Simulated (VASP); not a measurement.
Input of a VASP 6.6.1 run:

Contents of INCAR:

```
PREC     = Accurate       # precision mode
ENCUT    = 520            # plane-wave cutoff, eV
EDIFF    = 1E-6           # SCF threshold, eV
ISMEAR   = 0              # smearing method
SIGMA    = 0.15           # smearing width, eV
LREAL    = False          # projectors in reciprocal space
LASPH    = True           # aspherical terms in the spheres
NELM     = 80             # most SCF steps
ALGO     = Normal         # electronic algorithm
ISIF     = 2              # what is computed and relaxed
LWAVE    = False          # write WAVECAR
LCHARG   = False          # write CHGCAR
NBANDS   = 13             # bands
```

The input KPOINTS:

```
regular mesh
0
Gamma
  14 14 14
```

POSCAR

```
CaMg
1.0
    3.9908541041      0.0000000000      0.0000000000
    0.0000000000      3.9908541041      0.0000000000
    0.0000000000      0.0000000000      3.9908541041
Ca Mg
1 1
Direct
    0.0000000000      0.0000000000      0.0000000000
    0.5000000000      0.5000000000      0.5000000000
```

Potentials or basis: VASP PAW LDA potentials, release 64 (Ca_sv, Mg).

Command:

```sh
$ cat potpaw_LDA.64/Ca_sv/POTCAR potpaw_LDA.64/Mg/POTCAR > POTCAR
$ mpirun -np 1 vasp_std > vasp.out
```

What does it give for the band gap on the k mesh?

Zero (bands 6 and 7 overlap by 1.27 eV).

Estimate the pressure.

-2.6 GPa.
